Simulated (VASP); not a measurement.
# PbSe (Pm-3m) in VASP: further runs

The runs below take PbSe through single point, with PBE.

All numbers are computed with VASP 6.6.1; they aren't measurements. Logs are shortened: lines on timing, memory, paths and dates and some standing lists are left out, and cuts for length are marked.

## 1. The cell of the first run

It takes space group Pm-3m (No. 221, cubic). The conventional cell has a = 3.784 Å, b = 3.784 Å, c = 3.784 Å, α = 90.00°, β = 90.00°, γ = 90.00°. Pb (site symmetry m-3m) has 8 Se at 3.28 Å and 6 Pb at 3.78 Å within 4.3 Å. Se (site symmetry m-3m) has 8 Pb at 3.28 Å and 6 Se at 3.78 Å within 4.3 Å.

## 2. Single point, PBE

INCAR reads:

```
PREC     = Accurate       # precision mode
ENCUT    = 520            # plane-wave cutoff, eV
EDIFF    = 1E-6           # SCF threshold, eV
ISMEAR   = 0              # smearing method
SIGMA    = 0.026000000000000002 # smearing width, eV
LREAL    = F              # projectors in reciprocal space
LASPH    = T              # aspherical terms in the spheres
NELM     = 80             # most SCF steps
ALGO     = Normal         # electronic algorithm
ISIF     = 2              # what is computed and relaxed
LWAVE    = F              # write WAVECAR
LCHARG   = F              # write CHGCAR
GGA      = PE             # functional
NBANDS   = 17             # bands
```

KPOINTS reads:

```
Automatic mesh
0
Gamma
  7 7 7
```

POSCAR reads:

```
PbSe
1.0
    3.7843220000      0.0000000000      0.0000000000
    0.0000000000      3.7843220000      0.0000000000
    0.0000000000      0.0000000000      3.7843220000
Pb Se
1 1
Direct
    0.0000000000      0.0000000000      0.0000000000
    0.5000000000      0.5000000000      0.5000000000
```

Potentials or basis: VASP PAW PBE potentials, release 64 (Pb_d, Se).

Started as:

```
> cat potpaw_PBE.64/Pb_d/POTCAR potpaw_PBE.64/Se/POTCAR > POTCAR
> mpirun -np 1 vasp_std > vasp.out
```

OUTCAR:

```text
PREC = Accurate
   ENCUT = 520
   EDIFF = 1E-6
   ISMEAR = 0
   LREAL = F
   LASPH = T
   NELM = 80
   ISIF = 2
   GGA = PE

 ion  position               nearest neighbor table
   1  0.000  0.000  0.000-   2 3.28   2 3.28   2 3.28   2 3.28   2 3.28   2 3.28   2 3.28   2 3.28

   2  0.500  0.500  0.500-   1 3.28   1 3.28   1 3.28   1 3.28   1 3.28   1 3.28   1 3.28   1 3.28

  LATTYP: Found a simple cubic cell.
 ALAT       =     3.7843220000

  Lattice vectors:

 A1 = (   3.7843220000,   0.0000000000,   0.0000000000)
 A2 = (   0.0000000000,   3.7843220000,   0.0000000000)
 A3 = (   0.0000000000,   0.0000000000,   3.7843220000)

Analysis of symmetry for initial positions (statically):
=====================================================================
 Subroutine PRICEL returns:
 Original cell was already a primitive cell.

 Routine SETGRP: Setting up the symmetry group for a
 simple cubic supercell.

 Subroutine GETGRP returns: Found 48 space group operations
 (whereof 48 operations were pure point group operations)
 out of a pool of 48 trial point group operations.

The static configuration has the point symmetry O_h .

Analysis of symmetry for dynamics (positions and initial velocities):
=====================================================================
 Subroutine PRICEL returns:
 Original cell was already a primitive cell.

 Routine SETGRP: Setting up the symmetry group for a
 simple cubic supercell.

 Subroutine GETGRP returns: Found 48 space group operations
 (whereof 48 operations were pure point group operations)
 out of a pool of 48 trial point group operations.

The dynamic configuration has the point symmetry O_h .

 Subroutine INISYM returns: Found 48 space group operations
 (whereof 48 operations are pure point group operations),
 and found     1 'primitive' translations

----------------------------------------------------------------------------------------

                                     Primitive cell

  volume of cell :      54.1956

  direct lattice vectors                    reciprocal lattice vectors
     3.784322000  0.000000000  0.000000000     0.264248127  0.000000000  0.000000000
     0.000000000  3.784322000  0.000000000     0.000000000  0.264248127  0.000000000
     0.000000000  0.000000000  3.784322000     0.000000000  0.000000000  0.264248127

[... 73 lines left out ...]
   LNONCOLLINEAR =      F non collinear calculations
   LSORBIT =      F    spin-orbit coupling
   LASPH  =      T    aspherical Exc in radial PAW
   ENCUT  =  520.0 eV  38.22 Ry    6.18 a.u.   7.04  7.04  7.04*2*pi/ulx,y,z
   NELM   =     80;   NELMIN=  2; NELMDL= -5     # of ELM steps
   EDIFF  = 0.1E-05   stopping-criterion for ELM
   LREAL  =      F    real-space projection
   EDIFFG = 0.1E-04   stopping-criterion for IOM
   NSW    =      0    number of steps for IOM
   IBRION =     -1    ionic relax: 0-MD 1-quasi-New 2-CG
   NFREE  =      0    steps in history (QN), initial steepest desc. (CG)
   ISIF   =      2    stress and relaxation
   ISYM   =      2    0-nonsym 1-usesym 2-fastsym
   POTIM  = 0.5000    time-step for ionic-motion
   TEBEG  =    0.0;   TEEND  =   0.0 temperature during run
   PSTRESS=    0.0 pullay stress
   NELECT =      20.0000    total number of electrons
   NUPDOWN=      -1.0000    fix difference up-down
   EMIN   =  10.00;   EMAX   =-10.00  energy-range for DOS
   EFERMI =   0.00;   METHOD = LEGACY
   ISMEAR =     0;   SIGMA  =   0.03  broadening in eV -4-tet -1-fermi 0-gaus
   EFERMI_NEDOS =   21; number of points for ismear=-14 and -15
   IALGO  =     38    algorithm
   IMIX   =      4    mixing-type and parameters
     AMIX     =   0.40;   BMIX     =  1.00
     AMIX_MAG =   1.60;   BMIX_MAG =  1.00
  volume/ion in A,a.u.               =      27.10       182.87
  Fermi-wavevector in a.u.,A,eV,Ry     =   1.174258  2.219025 18.760817  1.378881
  Thomas-Fermi vector in A             =   2.310658
   LORBIT       =      0    0 simple, 1 ext, 2 COOP (PROOUT), +10 PAW based schemes
   GGA     = PE    functional components
   LHFCALC =     F    Hartree Fock is set to
   AEXX    =    0.0000 exact exchange contribution
   IVDW    =     0    specifies the selected vdW correction
   LEPSILON=     F    determine dielectric tensor
   LRPA    =     F    only Hartree local field effects (RPA)
 non-spin polarized calculation
 Gauss-broadening in eV      SIGMA  =   0.03
  energy-cutoff  :      520.00
  volume of cell :       54.20
 maximum number of plane-waves:      1474
   NGX = 15   NGY = 15   NGZ = 15

 number of electron      20.0000009 magnetization

 Free energy of the ion-electron system (eV)
  ---------------------------------------------------
  ext. energy  EPLUGINS =         0.00000000
  ---------------------------------------------------
  free energy    TOTEN  =        -7.71382997 eV

  energy without entropy =       -7.71326824  energy(sigma->0) =       -7.71354911

 E-fermi :   5.2664     XC(G=0):  -9.9566

 val. band max:        5.1964320566   @ k =   0.2857   0.1429   0.1429
 cond. band min:       5.2771102960   @ k =   0.4286   0.4286   0.0000
 fundamental gap:      0.0806782394
 Fermi energy:         5.2663917863

 k-point     1 :       0.0000    0.0000    0.0000
  band No.  band energies     occupation
      1     -11.5872      2.00000
      2     -11.5872      2.00000
      3     -11.4382      2.00000
      4     -11.4382      2.00000
      5     -11.4382      2.00000
      6      -7.8788      2.00000
[... 377 lines left out ...]
      4     -11.4066      2.00000
      5     -11.4066      2.00000
      6      -6.0113      2.00000
[... 9 lines left out ...]
     16      18.3437      0.00000
     17      22.0061      0.00000

------------------------ aborting loop because EDIFF is reached ----------------------------------------

  FORCE on cell =-STRESS in cart. coord.  units (eV):
  Direction    XX          YY          ZZ          XY          YZ          ZX
  --------------------------------------------------------------------------------------
  -------------------------------------------------------------------------------------
  Total       -0.0697709     -0.0697709     -0.0697709      0.0000000      0.0000000     -0.0000000
  in kB       -2.0626267     -2.0626267     -2.0626267      0.0000000      0.0000000     -0.0000000
  external PRESSURE =      -2.0626267 kB  Pullay stress =       0.0000000 kB

 VOLUME and BASIS-vectors are now :
 -----------------------------------------------------------------------------
  energy-cutoff  :      520.00
  volume of cell :       54.20
      direct lattice vectors                 reciprocal lattice vectors
     3.784322000  0.000000000  0.000000000     0.264248127  0.000000000  0.000000000
     0.000000000  3.784322000  0.000000000     0.000000000  0.264248127  0.000000000
     0.000000000  0.000000000  3.784322000     0.000000000  0.000000000  0.264248127

 POSITION                                       TOTAL-FORCE (eV/Angst)
 -----------------------------------------------------------------------------------
      0.00000      0.00000      0.00000         0.000000      0.000000      0.000000
      1.89216      1.89216      1.89216         0.000000      0.000000      0.000000
 -----------------------------------------------------------------------------------
    total drift:                               -0.000000      0.000000      0.000000

  FREE ENERGIE OF THE ION-ELECTRON SYSTEM (eV)
  ---------------------------------------------------
  free  energy   TOTEN  =        -7.7138299735 eV

  energy  without entropy=       -7.7132682406  energy(sigma->0) =       -7.71354911
```

stdout:

```text
POSCAR found type information on POSCAR PbSe
 POSCAR found :  2 types and       2 ions
 scaLAPACK will be used
 LDA part: xc-table for (Slater+PW92), standard interpolation
 POSCAR, INCAR and KPOINTS ok, starting setup
 FFT: planning ... GRIDC
 FFT: planning ... GRID_SOFT
 FFT: planning ... GRID
 WAVECAR not read
 entering main loop
```

Wall time 11 s (1 thread of Intel Xeon 6975P-C (Granite Rapids), shared host); peak memory 0.16 GiB.

What came out:

- Free energy: -7.7138 eV
- Pressure: -0.2 GPa
- Band gap on the k mesh: zero (band 10 reaches 5.29 eV, above the bottom of band 11 at 5.19 eV)

Caveat: spin-orbit coupling is left out, which moves the levels of the heavy elements.

## 3. Single point, PBE

INCAR reads:

```
PREC = Accurate ; ENCUT = 520
EDIFF = 1E-7 ; ISMEAR = 0
SIGMA = 0.027000000000000003 ; LREAL = False
LASPH = True ; NELM = 100
ALGO = Normal ; ISIF = 2
LWAVE = False ; LCHARG = True
GGA = PE ; LELF = True
LVHAR = True ; NBANDS = 17
```

KPOINTS reads:

```
regular mesh
0
Gamma
  7 7 7
```

POSCAR is that of step 2.

Potentials or basis: VASP PAW PBE potentials, release 64 (Pb_d, Se).

Started as:

```
> cat potpaw_PBE.64/Pb_d/POTCAR potpaw_PBE.64/Se/POTCAR > POTCAR
> mpirun -np 1 vasp_std > vasp.out
```

Wall time 8.9 s (1 thread of Intel Xeon 6975P-C (Granite Rapids), shared host); peak memory 0.16 GiB.

Results (log left out):

| Quantity | Value |
| --- | --- |
| Free energy | -7.7139 eV |
| Pressure | -0.2 GPa |
| Band gap on the k mesh | zero (band 10 reaches 5.29 eV, above the bottom of band 11 at 5.19 eV) |

Levels at points of the mesh, in eV from the Fermi level:
```tsv
k point	band 7	band 8	band 9	band 10	band 11	band 12	band 13	band 14
(0.00, 0.00, 0.00)	-6.99	-1.43	-1.43	-1.43	5.20	5.20	6.13	6.13
```

Caveat: spin-orbit coupling is left out, which moves the levels of the heavy elements.

## 4. Single point, PBE

INCAR reads:

```
SYSTEM = PbSe
PREC = Accurate
ENCUT = 520
EDIFF = 1E-7
ISMEAR = 0
SIGMA = 0.028000000000000004
LREAL = .False.
LASPH = .True.
NELM = 80
ALGO = Normal
ISIF = 2
LWAVE = .False.
LCHARG = .True.
GGA = PE
LELF = .True.
LVHAR = .True.
NBANDS = 17
```

KPOINTS reads:

```
regular mesh
0
Gamma
  7 7 7
  0 0 0
```

POSCAR is that of step 3.

Started as:

```
> cat potpaw_PBE.64/Pb_d/POTCAR potpaw_PBE.64/Se/POTCAR > POTCAR
> mpirun -np 1 vasp_std > vasp.out
```

Wall time 9.1 s (1 thread of Intel Xeon 6975P-C (Granite Rapids), shared host); peak memory 0.16 GiB.

Results (log left out):

```
Free energy            : -7.7139 eV
Pressure               : -0.2 GPa
Band gap on the k mesh : zero (band 10 reaches 5.29 eV, above the bottom of band 11 at 5.19 eV)
```

Levels at points of the mesh, in eV from the Fermi level:
| k point | band 8 | band 9 | band 10 | band 11 | band 12 | band 13 |
| --- | --- | --- | --- | --- | --- | --- |
| (0.00, 0.00, 0.00) | -1.43 | -1.43 | -1.43 | 5.20 | 5.20 | 6.13 |

Caveat: spin-orbit coupling is left out, which moves the levels of the heavy elements.

## 5. The runs side by side

| smearing | gap on the mesh (eV) | pressure (GPa) |
| --- | --- | --- |
| gaussian 0.026 eV | none | -0.2 |
| gaussian 0.027 eV | none | -0.2 |
| gaussian 0.028 eV | none | -0.2 |

Alike in all rows: task single point; level PBE; potentials or basis VASP PAW PBE potentials, release 64 (Pb_d, Se); no spin polarisation; cell as given; k mesh 7 × 7 × 7; cutoff (eV) 520.

Every run on the cell as given and a fine mesh finds a metal.

Caveats: spin-orbit coupling is left out, which moves the levels of the heavy elements.

Total energies depend on the potentials used, so only differences within one code and one set of settings carry meaning.
